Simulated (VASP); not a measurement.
## SnSe: single point with PBE+D3(BJ)

The system is SnSe.

```
CELL_PARAMETERS angstrom
4.22201 0.00000 0.00000
0.00000 4.22201 0.00000
0.00000 0.00000 5.97110
ATOMIC_POSITIONS crystal
Sn 0.50000 0.00000 0.25009
Sn 0.00000 0.50000 0.74991
Se 0.50000 0.00000 0.74994
Se 0.00000 0.50000 0.25006
```

```yaml
Program: VASP 6.6.1
Task: single point
Functional: PBE
Dispersion: D3(BJ)
Potentials_or_basis: VASP PAW PBE potentials, release 64 (Sn_d, Se)
Cutoff: 520 eV
k_mesh: 8 × 8 × 6
Occupations: gaussian, width 0.03 eV
Spin: no spin polarisation
```

```yaml
Pressure: 0.1 GPa
Band_gap_on_the_k_mesh: 0.40 eV
Dispersion_energy_per_atom: -0.362 eV
```

Levels at points of the mesh, in eV from the valence-band top:
```csv
k point,band 18,band 19,band 20,band 21,band 22,band 23
"(0.00, 0.00, 0.00)",-2.24,-2.24,-2.24,2.96,4.43,4.43
"(0.50, 0.00, 0.00)",-2.13,-0.58,-0.58,1.26,1.26,1.77
"(0.50, 0.50, 0.00)",-3.74,-3.74,-3.74,2.96,2.96,5.50
"(0.00, 0.00, 0.50)",-3.07,-1.70,-1.69,2.19,2.20,3.88
"(0.50, 0.00, 0.50)",-1.99,0.00,0.00,0.69,0.69,1.25
"(0.50, 0.50, 0.50)",-4.84,-0.79,-0.79,1.53,1.53,4.83
```

It took 61 s on 1 thread of Intel(R) Xeon(R) 6975P-C (Granite Rapids), with other jobs on the host, peak memory 0.31 GiB.

Caveat: spin-orbit coupling is left out, which moves the levels of the heavy elements. A k mesh can miss the band edges.
